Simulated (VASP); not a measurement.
TiTe2, 3 atoms in the cell. The typed cell holds 3 atoms: a = 3.582 Å, b = 3.614 Å, c = 6.480 Å, α = 90.17°, β = 89.55°, γ = 116.63°.  This cell differs from its parent crystal: atoms moved at random and the cell strained at random.

* Program: VASP 6.6.1
* Task: single point
* Functional: PBE
* Potentials or basis: VASP PAW PBE potentials, release 64 (Ti_sv, Te)
* Cutoff: 520 eV
* k mesh: 12 × 12 × 6
* Occupations: gaussian, width 0.1 eV
* Spin: no spin polarisation
* Dipole correction: no
* Further INCAR settings: ALGO = Normal; EDIFF = 1e-06; NBANDS = 19

Potentials or basis: VASP PAW PBE potentials, release 64 (Ti_sv, Te).

The run is started by

```console
$ cat potpaw_PBE.64/Ti_sv/POTCAR potpaw_PBE.64/Te/POTCAR > POTCAR
$ mpirun -np 1 vasp_std > vasp.out
```

Hardware: 1 thread of AMD EPYC 9R45 96-Core Processor (Zen 5) (shared host).

**Question.** Estimate the wall time of this run.

**Answer.** Run time: 6 min on 1 thread of AMD EPYC 9R45 96-Core Processor (Zen 5), on a shared host, peak memory 0.64 GiB. Counts: scf iterations 15, k points 436.
